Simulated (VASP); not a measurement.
Wanted: the native input for a VASP 6.6.1 run.

```
Task                   : single point
Functional             : PBE
Potentials or basis    : VASP PAW PBE potentials, release 64 (Na_pv, I)
Cutoff                 : 500 eV
k mesh                 : 6 × 6 × 6
Occupations            : gaussian, width 0.05 eV
Spin                   : no spin polarisation
Dipole correction      : no
Further INCAR settings : ALGO = Normal; EDIFF = 1e-06; NBANDS = 14
```

The structure of NaI lies in POSCAR:

```
NaI
1.0
    0.0000000000      3.2364000000      3.2364000000
    3.6610156800      0.0000000000      3.2364000000
    3.6610156800      3.2364000000      0.0000000000
Na I
1 1
Direct
    0.0000000000      0.0000000000      0.0000000000
    0.5000000000      0.5000000000      0.5000000000
```

This cell differs from its parent crystal: strain +0.1312 x Voigt [1, 0, 0, 0, 0, 0].

The input as run:

INCAR

```
SYSTEM = NaI
  ALGO = Normal
  EDIFF = 1E-6
  ENCUT = 500
  GGA = PE
  GGA_COMPAT = .False.
  ISIF = 2
  ISMEAR = 0
  LASPH = .True.
  LCHARG = .False.
  LREAL = .False.
  LWAVE = .False.
  NBANDS = 14
  NELM = 120
  PREC = Accurate
  SIGMA = 0.05
```

KPOINTS

```
k-points
0
Gamma
  6 6 6
  0 0 0
```

Potentials or basis: VASP PAW PBE potentials, release 64 (Na_pv, I).

Launch:

```sh
$ cat potpaw_PBE.64/Na_pv/POTCAR potpaw_PBE.64/I/POTCAR > POTCAR
$ mpirun -np 1 vasp_std > vasp.out
```

Results of the run:

* Pressure: -0.8 GPa
* Band gap on the k mesh: 3.34 eV

Caveat: the cell differs from its parent crystal (strain +0.1312 x Voigt [1, 0, 0, 0, 0, 0]); spin-orbit coupling is left out, which moves the levels of the heavy elements.

Run time: 28 s on 1 thread of Intel Xeon 8259CL (shared host), peak memory 0.21 GiB.
